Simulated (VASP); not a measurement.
# TiN (Fm-3m) in VASP: notebook

TiN is run at these levels: PBEsol; tasks: single point.

Everything below comes from runs of VASP 6.6.1. Logs are shortened: lines on timing, memory, paths and dates and some standing lists are left out, and cuts for length are marked.

### 1 The cell of the first run

The structure is cubic, space group Fm-3m (No. 225). Conventional cell: a = 4.246 Å, b = 4.246 Å, c = 4.246 Å, α = 90.00°, β = 90.00°, γ = 90.00°. Ti (site symmetry m-3m) has 6 N at 2.12 Å within 2.8 Å. N (site symmetry m-3m) has 6 Ti at 2.12 Å within 2.8 Å.

### 2 Single point, PBEsol (9.57 Å³/atom)

Input file INCAR:

```
SYSTEM = TiN
  PREC = Accurate
  ENCUT = 600
  EDIFF = 1E-6
  ISMEAR = 0
  SIGMA = 0.1
  LREAL = .FALSE.
  LASPH = .TRUE.
  NELM = 120
  ALGO = Normal
  ISIF = 2
  LWAVE = .FALSE.
  LCHARG = .FALSE.
  GGA = PS
  NBANDS = 16
  GGA_COMPAT = .FALSE.
```

Input file KPOINTS:

```
Automatic mesh
0
G
  18 18 18
  0 0 0
```

Input file POSCAR:

```
TiN
1.0
    0.0000000000      2.1227792711      2.1227792711
    2.1227792711      0.0000000000      2.1227792711
    2.1227792711      2.1227792711      0.0000000000
Ti N
1 1
Direct
    0.0000000000      0.0000000000      0.0000000000
    0.5000000000      0.5000000000      0.5000000000
```

Potentials or basis: VASP PAW PBE potentials, release 64 (Ti_sv, N).

Run with:

```sh
$ cat potpaw_PBE.64/Ti_sv/POTCAR potpaw_PBE.64/N/POTCAR > POTCAR
$ mpirun -np 1 vasp_std > vasp.out
```

OUTCAR:

```text
SYSTEM = TiN
   PREC = Accurate
   ENCUT = 600
   EDIFF = 1E-6
   ISMEAR = 0
   LREAL = .FALSE.
   LASPH = .TRUE.
   NELM = 120
   ISIF = 2
   GGA = PS

 ion  position               nearest neighbor table
   1  0.000  0.000  0.000-   2 2.12   2 2.12   2 2.12   2 2.12   2 2.12   2 2.12
   2  0.500  0.500  0.500-   1 2.12   1 2.12   1 2.12   1 2.12   1 2.12   1 2.12

  LATTYP: Found a face centered cubic cell.
 ALAT       =     4.2455585422

  Lattice vectors:

 A1 = (   0.0000000000,   2.1227792711,   2.1227792711)
 A2 = (   2.1227792711,   0.0000000000,   2.1227792711)
 A3 = (   2.1227792711,   2.1227792711,   0.0000000000)

Analysis of symmetry for initial positions (statically):
=====================================================================
 Subroutine PRICEL returns:
 Original cell was already a primitive cell.

 Routine SETGRP: Setting up the symmetry group for a
 face centered cubic supercell.

 Subroutine GETGRP returns: Found 48 space group operations
 (whereof 48 operations were pure point group operations)
 out of a pool of 48 trial point group operations.

The static configuration has the point symmetry O_h .

Analysis of symmetry for dynamics (positions and initial velocities):
=====================================================================
 Subroutine PRICEL returns:
 Original cell was already a primitive cell.

 Routine SETGRP: Setting up the symmetry group for a
 face centered cubic supercell.

 Subroutine GETGRP returns: Found 48 space group operations
 (whereof 48 operations were pure point group operations)
 out of a pool of 48 trial point group operations.

The dynamic configuration has the point symmetry O_h .

 Subroutine INISYM returns: Found 48 space group operations
 (whereof 48 operations are pure point group operations),
 and found     1 'primitive' translations

----------------------------------------------------------------------------------------

                                     Primitive cell

  volume of cell :      19.1313

  direct lattice vectors                    reciprocal lattice vectors
     0.000000000  2.122779271  2.122779271    -0.235540269  0.235540269  0.235540269
     2.122779271  0.000000000  2.122779271     0.235540269 -0.235540269  0.235540269
     2.122779271  2.122779271  0.000000000     0.235540269  0.235540269 -0.235540269

  length of vectors
     3.002063235  3.002063235  3.002063235     0.407967713  0.407967713  0.407967713

  position of ions in fractional coordinates (direct lattice)
     0.000000000  0.000000000  0.000000000
     0.500000000  0.500000000  0.500000000

  ion indices of the primitive-cell ions
   primitive index   ion index
                 1           1
                 2           2

----------------------------------------------------------------------------------------

 KPOINTS: Automatic mesh

Automatic generation of k-mesh.
 Grid dimensions read from file:
 generate k-points for:   18   18   18

 Generating k-lattice:

  Cartesian coordinates                     Fractional coordinates (reciprocal lattice)
    -0.013085570  0.013085570  0.013085570     0.055555556  0.000000000  0.000000000
     0.013085570 -0.013085570  0.013085570     0.000000000  0.055555556  0.000000000
     0.013085570  0.013085570 -0.013085570     0.000000000  0.000000000  0.055555556

  Length of vectors
     0.022664873  0.022664873  0.022664873

  Shift w.r.t. Gamma in fractional coordinates (k-lattice)
     0.000000000  0.000000000  0.000000000

 Subroutine IBZKPT returns following result:
 ===========================================

 Found    195 irreducible k-points:

 Following reciprocal coordinates:
            Coordinates               Weight
  0.000000  0.000000  0.000000      1.000000
  0.055556  0.000000  0.000000      8.000000
  0.111111  0.000000  0.000000      8.000000
  0.166667  0.000000  0.000000      8.000000
  0.222222  0.000000  0.000000      8.000000
  0.277778  0.000000  0.000000      8.000000
[... 16 lines left out ...]
 -0.277778  0.055556  0.000000     24.000000
 -0.222222  0.055556  0.000000     24.000000
 [... further k-points ...]
   k-points           NKPTS =    195   k-points in BZ     NKDIM =    195   number of bands    NBANDS=     16
   number of dos      NEDOS =    301   number of ions     NIONS =      2
   total plane-waves  NPLWV =  13824
   dimension x,y,z NGX =    24 NGY =   24 NGZ =   24
   dimension x,y,z NGXF=    48 NGYF=   48 NGZF=   48
   ions per type =               1   1
   NGX,Y,Z   is equivalent  to a cutoff of  13.29, 13.29, 13.29 a.u.
   NGXF,Y,Z  is equivalent  to a cutoff of  26.58, 26.58, 26.58 a.u.
 SYSTEM =  TiN
   PREC   = accura    normal or accurate (medium, high low for compatibility)
   ISTART =      0    job   : 0-new  1-cont  2-samecut
   ICHARG =      2    charge: 1-file 2-atom 10-const
   ISPIN  =      1    spin polarized calculation?
   LNONCOLLINEAR =      F non collinear calculations
   LSORBIT =      F    spin-orbit coupling
   LASPH  =      T    aspherical Exc in radial PAW
   ENCUT  =  600.0 eV  44.10 Ry    6.64 a.u.   6.00  6.00  6.00*2*pi/ulx,y,z
   NELM   =    120;   NELMIN=  2; NELMDL= -5     # of ELM steps
   EDIFF  = 0.1E-05   stopping-criterion for ELM
   LREAL  =      F    real-space projection
   EDIFFG = 0.1E-04   stopping-criterion for IOM
   NSW    =      0    number of steps for IOM
   IBRION =     -1    ionic relax: 0-MD 1-quasi-New 2-CG
   NFREE  =      0    steps in history (QN), initial steepest desc. (CG)
   ISIF   =      2    stress and relaxation
   ISYM   =      2    0-nonsym 1-usesym 2-fastsym
   POTIM  = 0.5000    time-step for ionic-motion
   TEBEG  =    0.0;   TEEND  =   0.0 temperature during run
   PSTRESS=    0.0 pullay stress
   NELECT =      17.0000    total number of electrons
   NUPDOWN=      -1.0000    fix difference up-down
   EMIN   =  10.00;   EMAX   =-10.00  energy-range for DOS
   EFERMI =   0.00;   METHOD = LEGACY
   ISMEAR =     0;   SIGMA  =   0.10  broadening in eV -4-tet -1-fermi 0-gaus
   EFERMI_NEDOS =   21; number of points for ismear=-14 and -15
   IALGO  =     38    algorithm
   IMIX   =      4    mixing-type and parameters
     AMIX     =   0.40;   BMIX     =  1.00
     AMIX_MAG =   1.60;   BMIX_MAG =  1.00
  volume/ion in A,a.u.               =       9.57        64.55
  Fermi-wavevector in a.u.,A,eV,Ry     =   1.573897  2.974234 33.703695  2.477152
  Thomas-Fermi vector in A             =   2.675112
   LORBIT       =      0    0 simple, 1 ext, 2 COOP (PROOUT), +10 PAW based schemes
   GGA     = PS    functional components
   LHFCALC =     F    Hartree Fock is set to
   AEXX    =    0.0000 exact exchange contribution
   IVDW    =     0    specifies the selected vdW correction
   LEPSILON=     F    determine dielectric tensor
   LRPA    =     F    only Hartree local field effects (RPA)
 non-spin polarized calculation
 Gauss-broadening in eV      SIGMA  =   0.10
  energy-cutoff  :      600.00
  volume of cell :       19.13
 maximum number of plane-waves:       650
   NGX = 11   NGY = 11   NGZ = 11

 number of electron      17.0000002 magnetization

 Free energy of the ion-electron system (eV)
  ---------------------------------------------------
  ext. energy  EPLUGINS =         0.00000000
  ---------------------------------------------------
  free energy    TOTEN  =       -20.77112222 eV

  energy without entropy =      -20.76691669  energy(sigma->0) =      -20.76901945

 E-fermi :  11.2695     XC(G=0): -13.2074

 val. band max:       11.2363153999   @ k =  -0.1667   0.1111   0.0000
 cond. band min:      11.2769646420   @ k =  -0.4444   0.2778   0.0556
 fundamental gap:      0.0406492422
 Fermi energy:        11.2694623396

 k-point     1 :       0.0000    0.0000    0.0000
  band No.  band energies     occupation
      1     -46.3391      2.00000
      2     -22.4211      2.00000
      3     -22.4211      2.00000
      4     -22.4211      2.00000
      5      -5.7506      2.00000
      6       9.2581      2.00000
[... 8 lines left out ...]
     15      24.3203      0.00000
     16      30.9549      0.00000

 k-point     2 :       0.0556    0.0000    0.0000
  band No.  band energies     occupation
      1     -46.3361      2.00000
      2     -22.4419      2.00000
      3     -22.4229      2.00000
      4     -22.4229      2.00000
      5      -5.6897      2.00000
      6       8.8867      2.00000
[... 8 lines left out ...]
     15      24.3729      0.00000
     16      30.8612      0.00000

 k-point     3 :       0.1111    0.0000    0.0000
  band No.  band energies     occupation
      1     -46.3277      2.00000
      2     -22.5010      2.00000
      3     -22.4278      2.00000
      4     -22.4278      2.00000
      5      -5.5117      2.00000
      6       8.0961      2.00000
[... 8 lines left out ...]
     15      24.4581      0.00000
     16      30.5874      0.00000

 k-point     4 :       0.1667    0.0000    0.0000
  band No.  band energies     occupation
      1     -46.3147      2.00000
      2     -22.5905      2.00000
      3     -22.4354      2.00000
      4     -22.4354      2.00000
      5      -5.2304      2.00000
      6       7.1626      2.00000
[... 8 lines left out ...]
     15      24.4172      0.00000
     16      30.0257      0.00000
[... 324 lines left out ...]
 k-point    22 :      -0.3333    0.0556    0.0000
  band No.  band energies     occupation
      1     -46.2591      2.00000
      2     -22.9420      2.00000
      3     -22.4878      2.00000
      4     -22.4607      2.00000
      5      -3.8862      2.00000
      6       4.2224      2.00000
[... 8 lines left out ...]
     15      24.1802      0.00000
     16      26.6192      0.00000

 k-point    23 :      -0.2778    0.0556    0.0000
  band No.  band energies     occupation
      1     -46.2743      2.00000
      2     -22.8459      2.00000
      3     -22.4801      2.00000
      4     -22.4501      2.00000
      5      -4.2908      2.00000
      6       4.9621      2.00000
[... 8 lines left out ...]
     15      24.0157      0.00000
     16      27.3940      0.00000

 k-point    24 :      -0.2222    0.0556    0.0000
  band No.  band energies     occupation
      1     -46.2910      2.00000
      2     -22.7376      2.00000
      3     -22.4699      2.00000
      4     -22.4397      2.00000
      5      -4.7021      2.00000
      6       5.8071      2.00000
[... 8 lines left out ...]
     15      24.1371      0.00000
     16      28.2272      0.00000

 [... further k-points ...]

------------------------ aborting loop because EDIFF is reached ----------------------------------------

  FORCE on cell =-STRESS in cart. coord.  units (eV):
  Direction    XX          YY          ZZ          XY          YZ          ZX
  --------------------------------------------------------------------------------------
  -------------------------------------------------------------------------------------
  Total       -0.9578997     -0.9578997     -0.9578997      0.0000000      0.0000000      0.0000000
  in kB      -80.2206406    -80.2206406    -80.2206406      0.0000000      0.0000000      0.0000000
  external PRESSURE =     -80.2206406 kB  Pullay stress =       0.0000000 kB

 VOLUME and BASIS-vectors are now :
 -----------------------------------------------------------------------------
  energy-cutoff  :      600.00
  volume of cell :       19.13
      direct lattice vectors                 reciprocal lattice vectors
     0.000000000  2.122779271  2.122779271    -0.235540269  0.235540269  0.235540269
     2.122779271  0.000000000  2.122779271     0.235540269 -0.235540269  0.235540269
     2.122779271  2.122779271  0.000000000     0.235540269  0.235540269 -0.235540269

 POSITION                                       TOTAL-FORCE (eV/Angst)
 -----------------------------------------------------------------------------------
      0.00000      0.00000      0.00000         0.000000      0.000000      0.000000
      2.12278      2.12278      2.12278        -0.000000     -0.000000     -0.000000
 -----------------------------------------------------------------------------------
    total drift:                                0.000000     -0.000000     -0.000000

  FREE ENERGIE OF THE ION-ELECTRON SYSTEM (eV)
  ---------------------------------------------------
  free  energy   TOTEN  =       -20.7711222176 eV

  energy  without entropy=      -20.7669166918  energy(sigma->0) =      -20.76901945
```

Run time: 80 s. Hardware: 1 thread of Intel Xeon 8259CL, shared host; peak memory 0.19 GiB.

What came out:

| Quantity | Value |
| --- | --- |
| Free energy | -20.7711 eV |
| Pressure | -8.0 GPa |
| Band gap on the k mesh | zero (an odd number of electrons rules out a gap without spin polarisation) |

Caveat: the cell stands under tension; the PAW data sets were made with another functional, which shifts forces and pressure a little.

### 3 Single point, PBEsol (9.84 Å³/atom)

This run uses another cell than the first one, of 9.84 Å³/atom.

Input file INCAR:

```
  ALGO = Normal
  EDIFF = 1E-6
  ENCUT = 600
  GGA = PS
  GGA_COMPAT = False
  ISIF = 2
  ISMEAR = 0
  LASPH = True
  LCHARG = True
  LELF = True
  LREAL = False
  LVHAR = True
  LWAVE = False
  NBANDS = 16
  NELM = 120
  PREC = Accurate
  SIGMA = 0.1
```

Input file KPOINTS:

```
k-points
0
Gamma
  18 18 18
```

Input file POSCAR:

```
TiN
1.0
    0.0000000000      2.1431918625      2.1431918625
    2.1431918625      0.0000000000      2.1431918625
    2.1431918625      2.1431918625      0.0000000000
Ti N
1 1
Direct
    0.0000000000      0.0000000000      0.0000000000
    0.5000000000      0.5000000000      0.5000000000
```

Potentials or basis: VASP PAW PBE potentials, release 64 (Ti_sv, N).

Run with:

```sh
$ cat potpaw_PBE.64/Ti_sv/POTCAR potpaw_PBE.64/N/POTCAR > POTCAR
$ mpirun -np 1 vasp_std > vasp.out
```

It took 67 s on 1 thread of Intel Xeon 8259CL, shared host; peak memory 0.2 GiB.

Results (log left out):

| Item | Value |
| --- | --- |
| Free energy | -20.7317 eV |
| Pressure | -15.2 GPa |
| Band gap on the k mesh | zero (an odd number of electrons rules out a gap without spin polarisation) |

Levels at points of the mesh, in eV from the Fermi level:
| k point | band 7 | band 8 | band 9 | band 10 | band 11 | band 12 |
| --- | --- | --- | --- | --- | --- | --- |
| (0.00, 0.00, 0.00) | -1.97 | -1.97 | -0.60 | -0.60 | -0.60 | 0.55 |
| (0.50, 0.00, 0.00) | -5.31 | -5.31 | 1.62 | 1.62 | 2.27 | 5.54 |
| (0.50, 0.50, 0.00) | -3.16 | -3.16 | -2.97 | 1.57 | 2.30 | 2.30 |

Caveat: the cell stands under tension; the PAW data sets were made with another functional, which shifts forces and pressure a little.

### 4 Single point, PBEsol (10.22 Å³/atom)

This run uses another cell than the first one, of 10.22 Å³/atom.

Input file INCAR:

```
SYSTEM = TiN
ALGO = Normal ; EDIFF = 1E-6
ENCUT = 600 ; GGA = PS
GGA_COMPAT = .FALSE. ; ISIF = 2
ISMEAR = 0 ; LASPH = .TRUE.
LCHARG = .FALSE. ; LREAL = .FALSE.
LWAVE = .FALSE. ; NBANDS = 16
NELM = 120 ; PREC = Accurate
SIGMA = 0.1
```

Input file KPOINTS:

```
k-points
0
G
  18 18 18
  0 0 0
```

Input file POSCAR:

```
TiN
1.0
    0.0000000000      2.1698180864      2.1698180864
    2.1698180864      0.0000000000      2.1698180864
    2.1698180864      2.1698180864      0.0000000000
Ti N
1 1
Direct
    0.0000000000      0.0000000000      0.0000000000
    0.5000000000      0.5000000000      0.5000000000
```

Run with:

```sh
$ cat potpaw_PBE.64/Ti_sv/POTCAR potpaw_PBE.64/N/POTCAR > POTCAR
$ mpirun -np 1 vasp_std > vasp.out
```

Run time: 1.8 min. Hardware: 1 thread of Intel Xeon 8259CL, shared host; peak memory 0.22 GiB.

The run converged. Its results:

| Property | Result |
| --- | --- |
| Free energy | -20.6440 eV |
| Pressure | -23.0 GPa |
| Band gap on the k mesh | zero (an odd number of electrons rules out a gap without spin polarisation) |

Levels at points of the mesh, in eV from the Fermi level:
```
           k point  band 5  band 6  band 7  band 8  band 9  band 10  band 11  band 12  band 13  band 14
(0.00, 0.00, 0.00)  -16.61   -1.92   -1.92   -1.92   -0.57    -0.57    -0.57     0.51     0.51     4.65
(0.50, 0.00, 0.00)  -14.40   -7.68   -5.12   -5.12    1.52     1.52     2.13     5.26     5.26     5.68
(0.50, 0.50, 0.00)  -15.22   -5.65   -3.10   -3.10   -2.82     1.48     2.16     2.16     3.17     9.65
```

Caveat: the cell stands under tension; the PAW data sets were made with another functional, which shifts forces and pressure a little.

### 5 Summary

```csv
cell,gap on the mesh (eV),pressure (GPa)
"a = 3.002 Å, angles 60.0°, 2 atoms",none,-8.0
"a = 3.031 Å, angles 60.0°, 2 atoms",none,-15.2
"a = 3.069 Å, angles 60.0°, 2 atoms",none,-23.0
```

Alike in all rows: task single point; level PBEsol; potentials or basis VASP PAW PBE potentials, release 64 (Ti_sv, N); no spin polarisation; k mesh 18 × 18 × 18; cutoff (eV) 600; smearing gaussian 0.1 eV.

Caveats: the cell stands under tension; the PAW data sets were made with another functional, which shifts forces and pressure a little.

Absolute energies hang on the potentials; compare differences alone.
